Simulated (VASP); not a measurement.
# TiO2 (P4_2/mnm) in VASP: single point with PBE+U

Aim: the single point of TiO2 with PBE+U.

All numbers are computed with VASP 6.6.1; they aren't measurements. Logs are shortened: lines on timing, memory, paths and dates and some standing lists are left out, and cuts for length are marked.

## Step 1: The cell of the first run

Symmetry: P4_2/mnm, No. 136, tetragonal system. The conventional cell has a = 4.603 Å, b = 4.603 Å, c = 2.966 Å, α = 90.00°, β = 90.00°, γ = 90.00°. Within 2.6 Å of Ti (site symmetry mmm) lie 6 O at 1.95 to 1.98 Å. O (site symmetry m2m) has 3 Ti at 1.95 to 1.98 Å and 1 O at 2.55 Å within 2.6 Å.

## Step 2: Single point, PBE+U, collinear spin

Contents of INCAR:

```
  PREC = Accurate
  ENCUT = 520
  EDIFF = 1E-7
  ISMEAR = -1
  SIGMA = 0.05
  LREAL = F
  LASPH = T
  NELM = 150
  ALGO = Normal
  ISIF = 2
  LWAVE = F
  LCHARG = F
  ISPIN = 2
  MAGMOM = 1 1 0 0 0 0
  LORBIT = 11
  LMAXMIX = 4
  LDAU = T
  LDAUTYPE = 2
  LDAUL = 2 -1
  LDAUU = 6.3 0
  LDAUJ = 0 0
  LDAUPRINT = 1
  GGA = PE
  NBANDS = 37
```

Contents of KPOINTS:

```
regular mesh
0
Gamma
  5 5 7
```

Contents of POSCAR:

```
TiO2
1.0
    4.6030000000      0.0000000000      0.0000000000
    0.0000000000      4.6030000000      0.0000000000
    0.0000000000      0.0000000000      2.9660000000
Ti O
2 4
Direct
    0.0000000000      0.0000000000      0.0000000000
    0.5000000000      0.5000000000      0.5000000000
    0.3045000000      0.3045000000      0.0000000000
    0.1955000000      0.8045000000      0.5000000000
    0.6955000000      0.6955000000      0.0000000000
    0.8045000000      0.1955000000      0.5000000000
```

Potentials or basis: VASP PAW PBE potentials, release 64 (Ti_sv, O).

On the command line:

```console
$ cat potpaw_PBE.64/Ti_sv/POTCAR potpaw_PBE.64/O/POTCAR > POTCAR
$ mpirun -np 1 vasp_std > vasp.out
```

OUTCAR:

```text
PREC = Accurate
   ENCUT = 520
   EDIFF = 1E-7
   ISMEAR = -1
   LREAL = F
   LASPH = T
   NELM = 150
   ISIF = 2
   ISPIN = 2
   LORBIT = 11
   GGA = PE

 ion  position               nearest neighbor table
   1  0.000  0.000  0.000-   4 1.95   6 1.95   4 1.95   6 1.95   5 1.98   3 1.98
   2  0.500  0.500  0.500-   3 1.95   5 1.95   3 1.95   5 1.95   4 1.98   6 1.98
   3  0.304  0.304  0.000-   2 1.95   2 1.95   1 1.98
   4  0.196  0.804  0.500-   1 1.95   1 1.95   2 1.98
   5  0.696  0.696  0.000-   2 1.95   2 1.95   1 1.98
   6  0.804  0.196  0.500-   1 1.95   1 1.95   2 1.98

  LATTYP: Found a simple tetragonal cell.
 ALAT       =     4.6030000000
 C/A-ratio  =     0.6443623724

  Lattice vectors:

 A1 = (   4.6030000000,   0.0000000000,   0.0000000000)
 A2 = (   0.0000000000,   4.6030000000,   0.0000000000)
 A3 = (   0.0000000000,   0.0000000000,   2.9660000000)

Analysis of symmetry for initial positions (statically):
=====================================================================
 Subroutine PRICEL returns:
 Original cell was already a primitive cell.

 Routine SETGRP: Setting up the symmetry group for a
 simple tetragonal supercell.

 Subroutine GETGRP returns: Found 16 space group operations
 (whereof  8 operations were pure point group operations)
 out of a pool of 16 trial point group operations.

The static configuration has the point symmetry D_2h.
 The point group associated with its full space group is D_4h.

Analysis of symmetry for dynamics (positions and initial velocities):
=====================================================================
 Subroutine PRICEL returns:
 Original cell was already a primitive cell.

 Routine SETGRP: Setting up the symmetry group for a
 simple tetragonal supercell.

 Subroutine GETGRP returns: Found 16 space group operations
 (whereof  8 operations were pure point group operations)
 out of a pool of 16 trial point group operations.

The dynamic configuration has the point symmetry D_2h.
 The point group associated with its full space group is D_4h.

Analysis of structural, dynamic, and magnetic symmetry:
=====================================================================
 Subroutine PRICEL returns:
 Original cell was already a primitive cell.

 Routine SETGRP: Setting up the symmetry group for a
 simple tetragonal supercell.

[... 220 lines left out ...]
  o =  0.2683  v =  0.0000  0.7071 -0.0000  0.7071 -0.0000  0.0000  0.0000  0.0000  0.0000  0.0000      0.0000  0.0000  0.0000  0.0000  0.0000  0.0000  0.0000  0.0000  0.0000  0.0000

 number of electron      48.0000023 magnetization       0.0000009

 Free energy of the ion-electron system (eV)
  ---------------------------------------------------
  ext. energy  EPLUGINS =         0.00000000
  ---------------------------------------------------
  free energy    TOTEN  =       -45.50167325 eV

  energy without entropy =      -45.50167325  energy(sigma->0) =      -45.50167325

 E-fermi :   6.4215     XC(G=0): -11.3974

 val. band max:        5.2676111500   @ k =   0.0000   0.0000   0.0000
 cond. band min:       7.9507283457   @ k =   0.4000   0.4000   0.0000
 fundamental gap:      2.6831171957
 Fermi energy:         6.4215167926

 spin component 1

 k-point     1 :       0.0000    0.0000    0.0000
  band No.  band energies     occupation
      1     -53.3220      1.00000
      2     -53.3071      1.00000
      3     -29.5369      1.00000
      4     -29.5369      1.00000
      5     -29.4007      1.00000
      6     -29.4007      1.00000
[... 925 lines left out ...]
     35      16.6129      0.00000
     36      16.9273      0.00000
 Fermi energy:         6.4215167926

 spin component 2

 k-point     1 :       0.0000    0.0000    0.0000
  band No.  band energies     occupation
      1     -53.3219      1.00000
      2     -53.3071      1.00000
      3     -29.5369      1.00000
      4     -29.5369      1.00000
      5     -29.4007      1.00000
      6     -29.4007      1.00000
[... 925 lines left out ...]
     35      16.6129      0.00000
     36      16.9272      0.00000
 [bands above 36 left out]

------------------------ aborting loop because EDIFF is reached ----------------------------------------

  FORCE on cell =-STRESS in cart. coord.  units (eV):
  Direction    XX          YY          ZZ          XY          YZ          ZX
  --------------------------------------------------------------------------------------
  -------------------------------------------------------------------------------------
  Total        5.2774265      5.2774265      7.9359353      0.0000000      0.0000000      0.0000000
  in kB      134.5487527    134.5487527    202.3278204      0.0000000      0.0000000      0.0000000
  external PRESSURE =     157.1417753 kB  Pullay stress =       0.0000000 kB

 VOLUME and BASIS-vectors are now :
 -----------------------------------------------------------------------------
  energy-cutoff  :      520.00
  volume of cell :       62.84
      direct lattice vectors                 reciprocal lattice vectors
     4.603000000  0.000000000  0.000000000     0.217249620  0.000000000  0.000000000
     0.000000000  4.603000000  0.000000000     0.000000000  0.217249620  0.000000000
     0.000000000  0.000000000  2.966000000     0.000000000  0.000000000  0.337154417

 POSITION                                       TOTAL-FORCE (eV/Angst)
 -----------------------------------------------------------------------------------
      0.00000      0.00000      0.00000         0.000000     -0.000000      0.000000
      2.30150      2.30150      1.48300         0.000000     -0.000000      0.000000
      1.40161      1.40161      0.00000        -0.146706     -0.146706     -0.000000
      0.89989      3.70311      1.48300         0.146706     -0.146706      0.000000
      3.20139      3.20139      0.00000         0.146706      0.146706      0.000000
      3.70311      0.89989      1.48300        -0.146706      0.146706      0.000000
 -----------------------------------------------------------------------------------
    total drift:                                0.000000      0.000000      0.000000

  FREE ENERGIE OF THE ION-ELECTRON SYSTEM (eV)
  ---------------------------------------------------
  free  energy   TOTEN  =       -45.5016732510 eV

  energy  without entropy=      -45.5016732510  energy(sigma->0) =      -45.50167325

 total charge

# of ion       s       p       d       tot
------------------------------------------
    1        2.238   6.325   1.485  10.048
    2        2.238   6.325   1.485  10.048
    3        1.569   3.547   0.000   5.116
    4        1.569   3.547   0.000   5.116
    5        1.569   3.547   0.000   5.116
    6        1.569   3.547   0.000   5.116
--------------------------------------------------
tot         10.751  26.839   2.971  40.561

 magnetization (x)

# of ion       s       p       d       tot
------------------------------------------
    1        0.000   0.000   0.000   0.000
    2        0.000   0.000   0.000   0.000
    3        0.000  -0.000   0.000  -0.000
    4        0.000  -0.000   0.000  -0.000
    5        0.000  -0.000   0.000  -0.000
    6        0.000  -0.000   0.000  -0.000
--------------------------------------------------
tot          0.000  -0.000   0.000  -0.000
```

OSZICAR:

```text
N       E                     dE             d eps       ncg     rms          rms(c)
DAV:   1     0.657245222779E+03    0.65725E+03   -0.23601E+04  3560   0.153E+03
DAV:   2     0.273652712271E+02   -0.62988E+03   -0.57576E+03  3739   0.472E+02
DAV:   3    -0.602643073839E+02   -0.87630E+02   -0.85859E+02  4597   0.174E+02
DAV:   4    -0.652043337117E+02   -0.49400E+01   -0.49211E+01  5121   0.379E+01
DAV:   5    -0.653710099645E+02   -0.16668E+00   -0.16664E+00  4595   0.566E+00    0.326E+01
DAV:   6    -0.451770127361E+02    0.20194E+02   -0.51953E+01  4865   0.814E+01    0.906E+00
DAV:   7    -0.454848282844E+02   -0.30782E+00   -0.62647E+00  3805   0.177E+01    0.752E+00
DAV:   8    -0.454394248779E+02    0.45403E-01   -0.73974E-01  4567   0.792E+00    0.269E+00
DAV:   9    -0.455272985235E+02   -0.87874E-01   -0.26289E-01  4376   0.320E+00    0.166E+00
DAV:  10    -0.454980446815E+02    0.29254E-01   -0.75289E-02  4338   0.232E+00    0.727E-01
DAV:  11    -0.455023412038E+02   -0.42965E-02   -0.21267E-02  4505   0.132E+00    0.246E-01
DAV:  12    -0.455017046189E+02    0.63658E-03   -0.22396E-03  3853   0.310E-01    0.127E-01
DAV:  13    -0.455017084882E+02   -0.38692E-05   -0.84213E-04  4219   0.324E-01    0.671E-02
DAV:  14    -0.455016717248E+02    0.36763E-04   -0.13086E-04  4087   0.120E-01    0.997E-03
DAV:  15    -0.455016728025E+02   -0.10777E-05   -0.73553E-06  4455   0.205E-02    0.368E-03
DAV:  16    -0.455016730699E+02   -0.26739E-06   -0.81766E-07  4419   0.730E-03    0.352E-03
DAV:  17    -0.455016731974E+02   -0.12753E-06   -0.14884E-07  3271   0.303E-03    0.167E-03
DAV:  18    -0.455016732510E+02   -0.53607E-07   -0.95829E-08  2224   0.200E-03
   1 F= -.45501673E+02 E0= -.45501673E+02  d E =-.175069E-11  mag=     0.0000
```

It took 1.8 min on 1 thread of Intel Xeon Platinum 8259CL at 2.50GHz (Skylake/Cascade Lake), shared host; peak memory 0.23 GiB.

Results:

- Free energy: -45.5017 eV
- Pressure: 15.7 GPa
- Largest force: 0.207 eV/Å
- Band gap on the k mesh: 2.68 eV (least direct gap 2.71 eV)
- Net moment: 0.00 μB per cell
- Valence electrons inside the program's atomic spheres: Ti 10.05; O 5.12

Forces in eV/Å, atoms in the order of the input:
```
Ti   0.000  0.000  0.000
Ti   0.000  0.000  0.000
O   -0.147 -0.147  0.000
O    0.147 -0.147  0.000
O    0.147  0.147  0.000
O   -0.147  0.147  0.000
```

Stress tensor (GPa, compression positive):
```
13.45  0.00  0.00
 0.00 13.45  0.00
 0.00  0.00 20.23
```

Eigenvalues of the final occupation matrices:
| site | spin | trace | eigenvalues |
| --- | --- | --- | --- |
| site 1 d | 1 | 0.76 | 0.07 0.09 0.09 0.24 0.27 |
| site 1 d | 2 | 0.76 | 0.07 0.09 0.09 0.24 0.27 |
| site 2 d | 1 | 0.76 | 0.07 0.09 0.09 0.24 0.27 |
| site 2 d | 2 | 0.76 | 0.07 0.09 0.09 0.24 0.27 |

Caveat: the cell stands under pressure; an odd mesh through Γ misses points on the zone boundary, where band edges can lie.
